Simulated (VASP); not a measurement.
# TiAl (P4/mmm) in VASP: further runs

The runs below take TiAl through single point, relaxation of cell and atoms, with LDA.

Everything below comes from runs of VASP 6.6.1. Logs are shortened: lines on timing, memory, paths and dates and some standing lists are left out, and cuts for length are marked.

## (1) The cell of the first run

It takes space group P4/mmm (No. 123, tetragonal). Conventional cell: a = 2.765 Å, b = 2.765 Å, c = 4.002 Å, α = 90.00°, β = 90.00°, γ = 90.00°. Ti (site symmetry 4/mmm) has 4 Ti at 2.76 Å and 8 Al at 2.80 Å within 3.6 Å. Within 3.6 Å of Al (site symmetry 4/mmm) lie 4 Al at 2.76 Å and 8 Ti at 2.80 Å.

## (2) Single point, LDA

The input, INCAR:

```
SYSTEM = TiAl
PREC = Accurate
ENCUT = 520
EDIFF = 1E-7
ISMEAR = 0
SIGMA = 0.1
LREAL = .False.
LASPH = .True.
NELM = 100
ALGO = Fast
ISIF = 2
LWAVE = .False.
LCHARG = .False.
GGA = CA
NBANDS = 14
```

The input, KPOINTS:

```
regular mesh
0
Gamma
  20 20 14
  0 0 0
```

The input, POSCAR:

```
TiAl
1.0
    2.7649902133      0.0000000000      0.0000000000
    0.0000000000      2.7649902133      0.0000000000
    0.0000000000      0.0000000000      4.0023770238
Ti Al
1 1
Direct
    0.0000000000      0.0000000000      0.0000000000
    0.5000000000      0.5000000000      0.5000000000
```

Potentials or basis: VASP PAW LDA potentials, release 64 (Ti_sv, Al).

Launch:

```bash
$ cat potpaw_LDA.64/Ti_sv/POTCAR potpaw_LDA.64/Al/POTCAR > POTCAR
$ mpirun -np 1 vasp_std > vasp.out
```

OUTCAR:

```text
SYSTEM = TiAl
   PREC = Accurate
   ENCUT = 520
   EDIFF = 1E-7
   ISMEAR = 0
   LREAL = .False.
   LASPH = .True.
   NELM = 100
   ISIF = 2
   GGA = CA

 ion  position               nearest neighbor table
   1  0.000  0.000  0.000-   2 2.80   2 2.80   2 2.80   2 2.80   2 2.80   2 2.80   2 2.80   2 2.80

   2  0.500  0.500  0.500-   1 2.80   1 2.80   1 2.80   1 2.80   1 2.80   1 2.80   1 2.80   1 2.80

  LATTYP: Found a simple tetragonal cell.
 ALAT       =     2.7649902133
 C/A-ratio  =     1.4475194178

  Lattice vectors:

 A1 = (   2.7649902133,   0.0000000000,   0.0000000000)
 A2 = (   0.0000000000,   2.7649902133,   0.0000000000)
 A3 = (   0.0000000000,   0.0000000000,   4.0023770238)

Analysis of symmetry for initial positions (statically):
=====================================================================
 Subroutine PRICEL returns:
 Original cell was already a primitive cell.

 Routine SETGRP: Setting up the symmetry group for a
 simple tetragonal supercell.

 Subroutine GETGRP returns: Found 16 space group operations
 (whereof 16 operations were pure point group operations)
 out of a pool of 16 trial point group operations.

The static configuration has the point symmetry D_4h.

Analysis of symmetry for dynamics (positions and initial velocities):
=====================================================================
 Subroutine PRICEL returns:
 Original cell was already a primitive cell.

 Routine SETGRP: Setting up the symmetry group for a
 simple tetragonal supercell.

 Subroutine GETGRP returns: Found 16 space group operations
 (whereof 16 operations were pure point group operations)
 out of a pool of 16 trial point group operations.

The dynamic configuration has the point symmetry D_4h.

 Subroutine INISYM returns: Found 16 space group operations
 (whereof 16 operations are pure point group operations),
 and found     1 'primitive' translations

----------------------------------------------------------------------------------------

                                     Primitive cell

  volume of cell :      30.5989

  direct lattice vectors                    reciprocal lattice vectors
     2.764990213  0.000000000  0.000000000     0.361664933  0.000000000  0.000000000
     0.000000000  2.764990213  0.000000000     0.000000000  0.361664933  0.000000000
     0.000000000  0.000000000  4.002377024     0.000000000  0.000000000  0.249851524

  length of vectors
     2.764990213  2.764990213  4.002377024     0.361664933  0.361664933  0.249851524

  position of ions in fractional coordinates (direct lattice)
     0.000000000  0.000000000  0.000000000
     0.500000000  0.500000000  0.500000000

  ion indices of the primitive-cell ions
   primitive index   ion index
                 1           1
                 2           2

----------------------------------------------------------------------------------------

 KPOINTS: regular mesh

Automatic generation of k-mesh.
 Grid dimensions read from file:
 generate k-points for:   20   20   14

 Generating k-lattice:

  Cartesian coordinates                     Fractional coordinates (reciprocal lattice)
     0.018083247  0.000000000  0.000000000     0.050000000  0.000000000  0.000000000
     0.000000000  0.018083247  0.000000000     0.000000000  0.050000000  0.000000000
     0.000000000  0.000000000  0.017846537     0.000000000  0.000000000  0.071428571

  Length of vectors
     0.018083247  0.018083247  0.017846537

  Shift w.r.t. Gamma in fractional coordinates (k-lattice)
     0.000000000  0.000000000  0.000000000

 Subroutine IBZKPT returns following result:
 ===========================================

 Found    528 irreducible k-points:

 Following reciprocal coordinates:
            Coordinates               Weight
  0.000000  0.000000  0.000000      1.000000
  0.050000  0.000000  0.000000      4.000000
  0.100000  0.000000  0.000000      4.000000
  0.150000  0.000000  0.000000      4.000000
  0.200000  0.000000  0.000000      4.000000
  0.250000  0.000000  0.000000      4.000000
[... 16 lines left out ...]
  0.150000  0.100000  0.000000      8.000000
  0.200000  0.100000  0.000000      8.000000
 [... further k-points ...]
   k-points           NKPTS =    528   k-points in BZ     NKDIM =    528   number of bands    NBANDS=     14
   number of dos      NEDOS =    301   number of ions     NIONS =      2
   total plane-waves  NPLWV =  17280
   dimension x,y,z NGX =    24 NGY =   24 NGZ =   30
   dimension x,y,z NGXF=    48 NGYF=   48 NGZF=   60
   ions per type =               1   1
   NGX,Y,Z   is equivalent  to a cutoff of  14.43, 14.43, 12.46 a.u.
   NGXF,Y,Z  is equivalent  to a cutoff of  28.86, 28.86, 24.92 a.u.
 SYSTEM =  TiAl
   PREC   = accura    normal or accurate (medium, high low for compatibility)
   ISTART =      0    job   : 0-new  1-cont  2-samecut
   ICHARG =      2    charge: 1-file 2-atom 10-const
   ISPIN  =      1    spin polarized calculation?
   LNONCOLLINEAR =      F non collinear calculations
   LSORBIT =      F    spin-orbit coupling
   LASPH  =      T    aspherical Exc in radial PAW
   ENCUT  =  520.0 eV  38.22 Ry    6.18 a.u.   5.14  5.14  7.44*2*pi/ulx,y,z
   NELM   =    100;   NELMIN=  2; NELMDL= -5     # of ELM steps
   EDIFF  = 0.1E-06   stopping-criterion for ELM
   LREAL  =      F    real-space projection
   EDIFFG = 0.1E-05   stopping-criterion for IOM
   NSW    =      0    number of steps for IOM
   IBRION =     -1    ionic relax: 0-MD 1-quasi-New 2-CG
   NFREE  =      0    steps in history (QN), initial steepest desc. (CG)
   ISIF   =      2    stress and relaxation
   ISYM   =      2    0-nonsym 1-usesym 2-fastsym
   POTIM  = 0.5000    time-step for ionic-motion
   TEBEG  =    0.0;   TEEND  =   0.0 temperature during run
   PSTRESS=    0.0 pullay stress
   NELECT =      15.0000    total number of electrons
   NUPDOWN=      -1.0000    fix difference up-down
   EMIN   =  10.00;   EMAX   =-10.00  energy-range for DOS
   EFERMI =   0.00;   METHOD = LEGACY
   ISMEAR =     0;   SIGMA  =   0.10  broadening in eV -4-tet -1-fermi 0-gaus
   EFERMI_NEDOS =   21; number of points for ismear=-14 and -15
   IALGO  =     68    algorithm
   IMIX   =      4    mixing-type and parameters
     AMIX     =   0.40;   BMIX     =  1.00
     AMIX_MAG =   1.60;   BMIX_MAG =  1.00
  volume/ion in A,a.u.               =      15.30       103.25
  Fermi-wavevector in a.u.,A,eV,Ry     =   1.290833  2.439321 22.670719  1.666251
  Thomas-Fermi vector in A             =   2.422641
   LORBIT       =      0    0 simple, 1 ext, 2 COOP (PROOUT), +10 PAW based schemes
   GGA     = CA    functional components
   LHFCALC =     F    Hartree Fock is set to
   AEXX    =    0.0000 exact exchange contribution
   IVDW    =     0    specifies the selected vdW correction
   LEPSILON=     F    determine dielectric tensor
   LRPA    =     F    only Hartree local field effects (RPA)
 non-spin polarized calculation
 RMM-DIIS sequential band-by-band and
 Gauss-broadening in eV      SIGMA  =   0.10
  energy-cutoff  :      520.00
  volume of cell :       30.60
 maximum number of plane-waves:       846
 NGX is ok and might be reduce to    24
   NGX = 11   NGY = 11   NGZ = 15

 number of electron      14.9999999 magnetization

 Free energy of the ion-electron system (eV)
  ---------------------------------------------------
  ext. energy  EPLUGINS =         0.00000000
  ---------------------------------------------------
  free energy    TOTEN  =       -13.59042644 eV

  energy without entropy =      -13.58182977  energy(sigma->0) =      -13.58612810

 E-fermi :   8.7008     XC(G=0): -11.5202

 val. band max:        8.6995399991   @ k =   0.4500   0.3000   0.0000
 cond. band min:       8.7016179425   @ k =   0.3500   0.2500   0.0000
 fundamental gap:      0.0020779434
 Fermi energy:         8.7008447013

 k-point     1 :       0.0000    0.0000    0.0000
  band No.  band energies     occupation
      1     -47.1061      2.00000
      2     -23.8926      2.00000
      3     -23.3933      2.00000
      4     -23.3933      2.00000
      5      -0.5414      2.00000
      6       6.7147      2.00000
      7       7.7798      2.00000
      8       8.4308      1.99987
      9      10.9884      0.00000
     10      10.9884      0.00000
     11      12.1863      0.00000
     12      15.2576      0.00000
     13      17.5077      0.00000
     14      17.5077      0.00000

 k-point     2 :       0.0500    0.0000    0.0000
  band No.  band energies     occupation
      1     -47.1042      2.00000
      2     -23.8908      2.00000
      3     -23.4084      2.00000
      4     -23.3920      2.00000
      5      -0.4898      2.00000
      6       6.7585      2.00000
      7       7.8027      2.00000
      8       8.3768      2.00000
      9      10.9976      0.00000
     10      11.0503      0.00000
     11      12.1322      0.00000
     12      15.2543      0.00000
     13      16.5689      0.00000
     14      17.5748      0.00000

 k-point     3 :       0.1000    0.0000    0.0000
  band No.  band energies     occupation
      1     -47.0987      2.00000
      2     -23.8855      2.00000
      3     -23.4521      2.00000
      4     -23.3883      2.00000
      5      -0.3358      2.00000
      6       6.8836      2.00000
      7       7.8639      2.00000
      8       8.2292      2.00000
      9      11.0244      0.00000
     10      11.2243      0.00000
     11      11.9806      0.00000
     12      15.1791      0.00000
     13      15.4369      0.00000
     14      17.7682      0.00000

 k-point     4 :       0.1500    0.0000    0.0000
  band No.  band energies     occupation
      1     -47.0901      2.00000
      2     -23.8773      2.00000
      3     -23.5198      2.00000
      4     -23.3824      2.00000
      5      -0.0816      2.00000
      6       7.0729      2.00000
      7       7.9366      2.00000
      8       8.0202      2.00000
      9      11.0666      0.00000
     10      11.4868      0.00000
     11      11.7592      0.00000
     12      14.1936      0.00000
     13      15.2711      0.00000
     14      18.0701      0.00000

 k-point     5 :       0.2000    0.0000    0.0000
  band No.  band energies     occupation
      1     -47.0792      2.00000
      2     -23.8669      2.00000
      3     -23.6043      2.00000
      4     -23.3749      2.00000
      5       0.2693      2.00000
      6       7.2981      2.00000
      7       7.7821      2.00000
      8       7.9603      2.00000
      9      11.1203      0.00000
     10      11.5006      0.00000
     11      11.8167      0.00000
[... 276 lines left out ...]
 k-point    22 :       0.1000    0.1000    0.0000
  band No.  band energies     occupation
      1     -47.0913      2.00000
      2     -23.8784      2.00000
      3     -23.4502      2.00000
      4     -23.4432      2.00000
      5      -0.1321      2.00000
      6       7.0457      2.00000
      7       7.9589      2.00000
      8       8.1138      2.00000
      9      10.7021      0.00000
     10      11.7394      0.00000
     11      11.7478      0.00000
     12      15.0143      0.00000
     13      15.2442      0.00000
     14      16.5519      0.00000

 k-point    23 :       0.1500    0.1000    0.0000
  band No.  band energies     occupation
      1     -47.0827      2.00000
      2     -23.8703      2.00000
      3     -23.5143      2.00000
      4     -23.4401      2.00000
      5       0.1197      2.00000
      6       7.2239      2.00000
      7       7.9746      2.00000
      8       8.0471      2.00000
      9      10.6008      0.00000
     10      11.5051      0.00000
     11      12.0835      0.00000
     12      14.1992      0.00000
     13      15.2673      0.00000
     14      16.4862      0.00000

 k-point    24 :       0.2000    0.1000    0.0000
  band No.  band energies     occupation
      1     -47.0719      2.00000
      2     -23.8600      2.00000
      3     -23.5982      2.00000
      4     -23.4323      2.00000
      5       0.4671      2.00000
      6       7.4282      2.00000
      7       7.7955      2.00000
      8       8.0956      2.00000
      9      10.5661      0.00000
     10      11.2386      0.00000
     11      12.4533      0.00000
     12      13.3155      0.00000
     13      15.2934      0.00000
     14      16.7145      0.00000

 [... further k-points ...]

------------------------ aborting loop because EDIFF is reached ----------------------------------------

  FORCE on cell =-STRESS in cart. coord.  units (eV):
  Direction    XX          YY          ZZ          XY          YZ          ZX
  --------------------------------------------------------------------------------------
  -------------------------------------------------------------------------------------
  Total        0.0257765      0.0257765      0.0292543      0.0000000      0.0000000      0.0000000
  in kB        1.3496742      1.3496742      1.5317742      0.0000000      0.0000000      0.0000000
  external PRESSURE =       1.4103742 kB  Pullay stress =       0.0000000 kB

 VOLUME and BASIS-vectors are now :
 -----------------------------------------------------------------------------
  energy-cutoff  :      520.00
  volume of cell :       30.60
      direct lattice vectors                 reciprocal lattice vectors
     2.764990213  0.000000000  0.000000000     0.361664933  0.000000000  0.000000000
     0.000000000  2.764990213  0.000000000     0.000000000  0.361664933  0.000000000
     0.000000000  0.000000000  4.002377024     0.000000000  0.000000000  0.249851524

 POSITION                                       TOTAL-FORCE (eV/Angst)
 -----------------------------------------------------------------------------------
      0.00000      0.00000      0.00000         0.000000      0.000000      0.000000
      1.38250      1.38250      2.00119         0.000000      0.000000      0.000000
 -----------------------------------------------------------------------------------
    total drift:                               -0.000000      0.000000      0.000000

  FREE ENERGIE OF THE ION-ELECTRON SYSTEM (eV)
  ---------------------------------------------------
  free  energy   TOTEN  =       -13.5904264355 eV

  energy  without entropy=      -13.5818297691  energy(sigma->0) =      -13.58612810
```

Run time: 6.4 min. Hardware: 1 thread of Intel Xeon Platinum 8259CL at 2.50GHz (Skylake/Cascade Lake), shared host; peak memory 0.33 GiB.

What came out:

- Free energy: -13.5904 eV
- Pressure: 0.1 GPa

## (3) Relaxation of cell and atoms, LDA

This run uses another cell than the first one, of 16.28 Å³/atom, 1.064 times its volume.

The input, INCAR:

```
ALGO = Fast
EDIFF = 1E-6
EDIFFG = -0.003
ENCUT = 600
IBRION = 2
ISIF = 3
ISMEAR = 0
LASPH = T
LCHARG = F
LREAL = F
LWAVE = F
NELM = 60
NSW = 80
PREC = Accurate
SIGMA = 0.1
```

The input, KPOINTS:

```
k-points
0
Gamma
  20 20 14
```

The input, POSCAR:

```
TiAl
1.0
    2.8284271247      0.0000000000      0.0000000000
    0.0000000000      2.8284271247      0.0000000000
    0.0000000000      0.0000000000      4.0700000000
Ti Al
1 1
Direct
    0.0000000000      0.0000000000      0.0000000000
    0.5000000000      0.5000000000      0.5000000000
```

Potentials or basis: VASP PAW LDA potentials, release 64 (Ti_sv, Al).

Launch:

```bash
$ cat potpaw_LDA.64/Ti_sv/POTCAR potpaw_LDA.64/Al/POTCAR > POTCAR
$ mpirun -np 1 vasp_std > vasp.out
```

Run time: 22 min. Hardware: 1 thread of Intel Xeon Platinum 8259CL at 2.50GHz (Skylake/Cascade Lake), shared host; peak memory 0.4 GiB.

It converged, with:

- Free energy: -13.5908 eV
- Relaxed volume: 15.32 Å³/atom
- Relaxed cell: a = 2.766 Å, b = 2.766 Å, c = 4.006 Å, α = 90.00°, β = 90.00°, γ = 90.00°
- Space group after relaxing (to 0.05 Å): P4/mmm (No. 123)
- Energy gained by relaxing: 21.9 meV/atom
- Ionic steps: 10
- Pressure after relaxing: 0.0 GPa

The path:
```tsv
step	energy change (eV)	largest force (eV/Å)	pressure (GPa)	volume (Å³)
1	0.0000	0.0000	-6.93	32.56
2	-0.0211	0.0000	5.79	29.35
3	-0.0437	0.0000	0.01	30.64
4	-0.0437	0.0000	-0.14	30.68
5	-0.0437	0.0000	-0.17	30.68
6	-0.0438	0.0000	-0.21	30.68
7	-0.0438	0.0000	-0.21	30.68
8	-0.0438	0.0000	0.12	30.60
9	-0.0438	0.0000	0.04	30.63
10	-0.0438	0.0000	-0.01	30.64
```

Final structure:
```
Ti Al
1.0
     2.76571    0.00000    0.00000
     0.00000    2.76571    0.00000
     0.00000    0.00000    4.00586
Ti Al
1 1
Direct
  0.00000 0.00000 0.00000
  0.50000 0.50000 0.50000
```

Levels at points of the mesh, in eV from the Fermi level:
```tsv
k point	band 6	band 7	band 8	band 9	band 10	band 11
(0.00, 0.00, 0.00)	-1.98	-0.92	-0.28	2.29	2.29	3.48
(0.50, 0.00, 0.00)	-4.52	-1.83	-0.29	1.78	2.68	4.67
(0.50, 0.50, 0.00)	-0.46	-0.36	-0.36	-0.28	-0.28	4.57
(0.00, 0.00, 0.50)	-5.32	-0.74	0.59	1.92	1.92	3.50
(0.50, 0.00, 0.50)	-2.97	-1.20	-0.99	1.40	1.83	2.44
(0.50, 0.50, 0.50)	-2.37	-2.37	2.06	2.23	2.81	4.50
```
